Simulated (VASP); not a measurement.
# TaN (P6_3/mmc) in VASP: notebook, part 2 of 2

VASP 6.6.1.

### Step 3. Single point, PBE (zz strain of -1 %)

The input, INCAR:

```
PREC = Accurate
ENCUT = 520
EDIFF = 1E-6
ISMEAR = -1
SIGMA = 0.01
LREAL = False
LASPH = True
NELM = 100
ALGO = Normal
ISIF = 2
LWAVE = False
LCHARG = False
GGA = PE
NBANDS = 24
```

The input, KPOINTS:

```
regular mesh
0
Gamma
  9 9 5
```

The input, POSCAR:

```
TaN
1.0
    3.0480019786      0.0000000000      0.0000000000
   -1.5240009893      2.6396471442      0.0000000000
    0.0000000000      0.0000000000      4.8688200000
Ta N
2 2
Direct
    0.0000000000      0.0000000000      0.0000000000
    0.0000000000      0.0000000000      0.5000000000
    0.3333333333      0.6666666667      0.2500000000
    0.6666666667      0.3333333333      0.7500000000
```

Potentials or basis: VASP PAW PBE potentials, release 64 (Ta_pv, N).

Run with:

```console
cat potpaw_PBE.64/Ta_pv/POTCAR potpaw_PBE.64/N/POTCAR > POTCAR
mpirun -np 1 vasp_std > vasp.out
```

OUTCAR:

```text
PREC = Accurate
   ENCUT = 520
   EDIFF = 1E-6
   ISMEAR = -1
   LREAL = False
   LASPH = True
   NELM = 100
   ISIF = 2
   GGA = PE

 ion  position               nearest neighbor table
   1  0.000  0.000  0.000-   3 2.14   4 2.14   3 2.14   4 2.14   4 2.14   3 2.14   2 2.43   2 2.43

   2  0.000  0.000  0.500-   3 2.14   4 2.14   3 2.14   4 2.14   4 2.14   3 2.14   1 2.43   1 2.43

   3  0.333  0.667  0.250-   1 2.14   2 2.14   1 2.14   2 2.14   1 2.14   2 2.14
   4  0.667  0.333  0.750-   1 2.14   2 2.14   1 2.14   2 2.14   1 2.14   2 2.14

  LATTYP: Found a hexagonal cell.
 ALAT       =     3.0480019786
 C/A-ratio  =     1.5973808528

  Lattice vectors:

 A1 = (   3.0480019786,   0.0000000000,   0.0000000000)
 A2 = (  -1.5240009893,   2.6396471442,   0.0000000000)
 A3 = (   0.0000000000,   0.0000000000,   4.8688200000)

Analysis of symmetry for initial positions (statically):
=====================================================================
 Subroutine PRICEL returns:
 Original cell was already a primitive cell.

 Routine SETGRP: Setting up the symmetry group for a
 hexagonal supercell.

 Subroutine GETGRP returns: Found 24 space group operations
 (whereof 12 operations were pure point group operations)
 out of a pool of 24 trial point group operations.

The static configuration has the point symmetry D_3d.
 The point group associated with its full space group is D_6h.

Analysis of symmetry for dynamics (positions and initial velocities):
=====================================================================
 Subroutine PRICEL returns:
 Original cell was already a primitive cell.

 Routine SETGRP: Setting up the symmetry group for a
 hexagonal supercell.

 Subroutine GETGRP returns: Found 24 space group operations
 (whereof 12 operations were pure point group operations)
 out of a pool of 24 trial point group operations.

The dynamic configuration has the point symmetry D_3d.
 The point group associated with its full space group is D_6h.

 Subroutine INISYM returns: Found 24 space group operations
 (whereof 12 operations are pure point group operations),
 and found     1 'primitive' translations

----------------------------------------------------------------------------------------

                                     Primitive cell

  volume of cell :      39.1728

  direct lattice vectors                    reciprocal lattice vectors
     3.048001979  0.000000000  0.000000000     0.328083777  0.189419257  0.000000000
    -1.524000989  2.639647144  0.000000000     0.000000000  0.378838513  0.000000000
     0.000000000  0.000000000  4.868820000     0.000000000  0.000000000  0.205388575

  length of vectors
     3.048001979  3.048001979  4.868820000     0.378838513  0.378838513  0.205388575

  position of ions in fractional coordinates (direct lattice)
     0.000000000  0.000000000  0.000000000
     0.000000000  0.000000000  0.500000000
     0.333333333  0.666666667  0.250000000
     0.666666667  0.333333333  0.750000000

  ion indices of the primitive-cell ions
   primitive index   ion index
                 1           1
                 2           2
                 3           3
                 4           4

----------------------------------------------------------------------------------------

 KPOINTS: regular mesh

Automatic generation of k-mesh.
 Grid dimensions read from file:
 generate k-points for:    9    9    5

 Generating k-lattice:

  Cartesian coordinates                     Fractional coordinates (reciprocal lattice)
     0.036453753  0.021046584  0.000000000     0.111111111  0.000000000  0.000000000
     0.000000000  0.042093168  0.000000000     0.000000000  0.111111111  0.000000000
     0.000000000  0.000000000  0.041077715     0.000000000  0.000000000  0.200000000

  Length of vectors
     0.042093168  0.042093168  0.041077715

  Shift w.r.t. Gamma in fractional coordinates (k-lattice)
     0.000000000  0.000000000  0.000000000

 Subroutine IBZKPT returns following result:
 ===========================================

 Found     36 irreducible k-points:

 Following reciprocal coordinates:
            Coordinates               Weight
  0.000000  0.000000  0.000000      1.000000
  0.111111  0.000000  0.000000      6.000000
  0.222222  0.000000  0.000000      6.000000
  0.333333  0.000000  0.000000      6.000000
  0.444444  0.000000  0.000000      6.000000
  0.111111  0.111111  0.000000      6.000000
[... 16 lines left out ...]
  0.333333  0.222222  0.200000     24.000000
  0.333333  0.333333  0.200000      4.000000
 [... further k-points ...]
   k-points           NKPTS =     36   k-points in BZ     NKDIM =     36   number of bands    NBANDS=     24
   number of dos      NEDOS =    301   number of ions     NIONS =      4
   total plane-waves  NPLWV =  20736
   dimension x,y,z NGX =    24 NGY =   24 NGZ =   36
   dimension x,y,z NGXF=    48 NGYF=   48 NGZF=   72
   ions per type =               2   2
   NGX,Y,Z   is equivalent  to a cutoff of  13.09, 13.09, 12.29 a.u.
   NGXF,Y,Z  is equivalent  to a cutoff of  26.18, 26.18, 24.58 a.u.
 SYSTEM =  unknown system
   PREC   = accura    normal or accurate (medium, high low for compatibility)
   ISTART =      0    job   : 0-new  1-cont  2-samecut
   ICHARG =      2    charge: 1-file 2-atom 10-const
   ISPIN  =      1    spin polarized calculation?
   LNONCOLLINEAR =      F non collinear calculations
   LSORBIT =      F    spin-orbit coupling
   LASPH  =      T    aspherical Exc in radial PAW
   ENCUT  =  520.0 eV  38.22 Ry    6.18 a.u.   5.67  5.67  9.05*2*pi/ulx,y,z
   NELM   =    100;   NELMIN=  2; NELMDL= -5     # of ELM steps
   EDIFF  = 0.1E-05   stopping-criterion for ELM
   LREAL  =      F    real-space projection
   EDIFFG = 0.1E-04   stopping-criterion for IOM
   NSW    =      0    number of steps for IOM
   IBRION =     -1    ionic relax: 0-MD 1-quasi-New 2-CG
   NFREE  =      0    steps in history (QN), initial steepest desc. (CG)
   ISIF   =      2    stress and relaxation
   ISYM   =      2    0-nonsym 1-usesym 2-fastsym
   POTIM  = 0.5000    time-step for ionic-motion
   TEBEG  =    0.0;   TEEND  =   0.0 temperature during run
   PSTRESS=    0.0 pullay stress
   NELECT =      32.0000    total number of electrons
   NUPDOWN=      -1.0000    fix difference up-down
   EMIN   =  10.00;   EMAX   =-10.00  energy-range for DOS
   EFERMI =   0.00;   METHOD = LEGACY
   ISMEAR =    -1;   SIGMA  =   0.01  broadening in eV -4-tet -1-fermi 0-gaus
   EFERMI_NEDOS =   21; number of points for ismear=-14 and -15
   IALGO  =     38    algorithm
   IMIX   =      4    mixing-type and parameters
     AMIX     =   0.40;   BMIX     =  1.00
     AMIX_MAG =   1.60;   BMIX_MAG =  1.00
  volume/ion in A,a.u.               =       9.79        66.09
  Fermi-wavevector in a.u.,A,eV,Ry     =   1.530370  2.891981 31.865299  2.342033
  Thomas-Fermi vector in A             =   2.637863
   LORBIT       =      0    0 simple, 1 ext, 2 COOP (PROOUT), +10 PAW based schemes
   GGA     = PE    functional components
   LHFCALC =     F    Hartree Fock is set to
   AEXX    =    0.0000 exact exchange contribution
   IVDW    =     0    specifies the selected vdW correction
   LEPSILON=     F    determine dielectric tensor
   LRPA    =     F    only Hartree local field effects (RPA)
 non-spin polarized calculation
  energy-cutoff  :      520.00
  volume of cell :       39.17
 maximum number of plane-waves:      1087
 NGX is ok and might be reduce to    24
   NGX = 11   NGY = 11   NGZ = 19

 number of electron      32.0000001 magnetization

 Free energy of the ion-electron system (eV)
  ---------------------------------------------------
  ext. energy  EPLUGINS =         0.00000000
  ---------------------------------------------------
  free energy    TOTEN  =       -40.98680598 eV

  energy without entropy =      -40.98517890  energy(sigma->0) =      -40.98599244

 E-fermi :  10.0142     XC(G=0): -13.7988

 val. band max:        9.9971256018   @ k =   0.3333   0.0000   0.2000
 cond. band min:      10.0251950020   @ k =   0.2222   0.2222   0.4000
 fundamental gap:      0.0280694002
 Fermi energy:        10.0141875559

 k-point     1 :       0.0000    0.0000    0.0000
  band No.  band energies     occupation
      1     -27.2785      2.00000
      2     -25.3308      2.00000
      3     -25.3308      2.00000
      4     -24.9203      2.00000
      5     -24.9203      2.00000
      6     -24.0159      2.00000
[... 16 lines left out ...]
     23      15.2411      0.00000
     24      16.9662      0.00000
[... 598 lines left out ...]
      2     -25.9237      2.00000
      3     -25.9237      2.00000
      4     -25.4733      2.00000
      5     -25.4733      2.00000
      6     -24.2631      2.00000
[... 16 lines left out ...]
     23      17.4584      0.00000
     24      17.4584      0.00000

 [... further k-points ...]
[... 5 lines left out ...]
  --------------------------------------------------------------------------------------
  -------------------------------------------------------------------------------------
  Total        9.2358853      9.2358853     31.3553776      0.0000000      0.0000000     -0.0000000
  in kB      377.7498256    377.7498256   1282.4421314      0.0000000      0.0000000     -0.0000000
  external PRESSURE =     679.3139275 kB  Pullay stress =       0.0000000 kB

 VOLUME and BASIS-vectors are now :
 -----------------------------------------------------------------------------
  energy-cutoff  :      520.00
  volume of cell :       39.17
      direct lattice vectors                 reciprocal lattice vectors
     3.048001979  0.000000000  0.000000000     0.328083777  0.189419257  0.000000000
    -1.524000989  2.639647144  0.000000000     0.000000000  0.378838513  0.000000000
     0.000000000  0.000000000  4.868820000     0.000000000  0.000000000  0.205388575

 POSITION                                       TOTAL-FORCE (eV/Angst)
 -----------------------------------------------------------------------------------
      0.00000      0.00000      0.00000         0.000000      0.000000     -0.000000
      0.00000      0.00000      2.43441        -0.000000      0.000000     -0.000000
     -0.00000      1.75976      1.21721         0.000000     -0.000000      0.000000
      1.52400      0.87988      3.65162        -0.000000      0.000000     -0.000000
 -----------------------------------------------------------------------------------
    total drift:                               -0.000000      0.000000      0.000000

  FREE ENERGIE OF THE ION-ELECTRON SYSTEM (eV)
  ---------------------------------------------------
  free  energy   TOTEN  =       -40.9868059763 eV

  energy  without entropy=      -40.9851789036  energy(sigma->0) =      -40.98599244
```

stdout:

```text
POSCAR found type information on POSCAR TaN
 POSCAR found :  2 types and       4 ions
 scaLAPACK will be used
 LDA part: xc-table for (Slater+PW92), standard interpolation
 POSCAR, INCAR and KPOINTS ok, starting setup
 FFT: planning ... GRIDC
 FFT: planning ... GRID_SOFT
 FFT: planning ... GRID
 WAVECAR not read
 entering main loop
```

Run time: 23 s. Hardware: 1 thread of AMD EPYC 7R13 (Zen 3), shared host; peak memory 0.14 GiB.

Results:

```
Free energy            : -40.9868 eV
Pressure               : 67.9 GPa
Band gap on the k mesh : zero (band 16 reaches 10.67 eV, above the bottom of band 17 at 8.05 eV)
```

Caveat: the cell differs from its parent crystal (zz strain of -1 %); spin-orbit coupling is left out, which moves the levels of the heavy elements.
